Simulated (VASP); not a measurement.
Crystal: SiSnO4.

```
Si Sn O
1.0
     3.16286   -3.25136    0.00000
     3.16286    3.25136    0.00000
     0.00000    0.00000    2.97598
Si Sn O
1 1 4
Direct
  0.50000 0.50000 0.50000
  0.00000 0.00000 0.00000
  0.21927 0.21927 0.50000
  0.78073 0.78073 0.50000
  0.67660 0.32340 0.00000
  0.32340 0.67660 0.00000
```

- Program: VASP 6.6.1
- Task: relaxation of cell and atoms
- Functional: PBEsol
- Potentials or basis: VASP PAW PBE potentials, release 64 (Si, Sn_d, O)
- Cutoff: 600 eV
- k mesh: 6 × 6 × 8
- Occupations: fermi-dirac, width 0.02 eV
- Spin: no spin polarisation

At the start: pressure -5.9 GPa; volume 10.20 Å³/atom.

How do energy, volume and symmetry change on relaxing?

Over 9 steps the energy falls by 4.9 meV/atom and the volume is 9.94 Å³/atom (-2.6 %); space group Cmmm (No. 65, to 0.1 Å) before and after.

Step by step:
| step | energy change (eV) | largest force (eV/Å) | pressure (GPa) | volume (Å³) |
| --- | --- | --- | --- | --- |
| 1 | 0.0000 | 0.0817 | -5.89 | 61.21 |
| 2 | 0.0159 | 0.2580 | 8.07 | 57.95 |
| 3 | -0.0282 | 0.0759 | -0.08 | 59.73 |
| 4 | -0.0282 | 0.0780 | 0.04 | 59.70 |
| 5 | -0.0292 | 0.0121 | 0.10 | 59.62 |
| 6 | -0.0292 | 0.0152 | 0.09 | 59.63 |
| 7 | -0.0292 | 0.0129 | -0.09 | 59.67 |
| 8 | -0.0292 | 0.0053 | -0.04 | 59.66 |
| 9 | -0.0292 | 0.0008 | 0.02 | 59.64 |

Final structure:
```
Si Sn O
1.0
     3.13678   -3.21732    0.00000
     3.13678    3.21732    0.00000
     0.00000    0.00000    2.95497
Si Sn O
1 1 4
Direct
  0.50000 0.50000 0.50000
  0.00000 0.00000 0.00000
  0.21942 0.21942 0.50000
  0.78058 0.78058 0.50000
  0.67702 0.32298 0.00000
  0.32298 0.67702 0.00000
```

Caveat: the PAW data sets were made with another functional, which shifts forces and pressure a little.
